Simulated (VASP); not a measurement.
ZnS, 18 atoms in the cell. The typed cell holds 18 atoms: a = 6.636 Å, b = 6.636 Å, c = 9.670 Å, α = 83.43°, β = 76.78°, γ = 60.00°.  This cell differs from its parent crystal: dynamics (nvt langevin) at 800 K, volume x 1.02, from the last frame before.

| Quantity | Value |
| --- | --- |
| Program | VASP 6.6.1 |
| Task | single point |
| Functional | PBE |
| Potentials or basis | VASP PAW PBE potentials, release 64 (Zn, S) |
| Cutoff | 400 eV |
| k mesh | 2 × 2 × 1, shifted |
| Occupations | fermi-dirac, width 0.0689 eV |
| Spin | no spin polarisation |
| Dipole correction | no |
| Further INCAR settings | LREAL = Auto; ALGO = Normal; EDIFF = 1e-06; NBANDS = 96; ISYM = -1 |

Potentials or basis: VASP PAW PBE potentials, release 64 (Zn, S).

Launch:

```console
$ cat potpaw_PBE.64/Zn/POTCAR potpaw_PBE.64/S/POTCAR > POTCAR
$ mpirun -np 1 vasp_std > vasp.out
```

Hardware: 1 thread of Intel Xeon 8259CL (shared host).

Problem. Estimate the wall time of this run.

Solution. Run time: 4.6 min on 1 thread of Intel Xeon 8259CL (shared host), peak memory 0.36 GiB. Counts: scf iterations 17, k points 2.
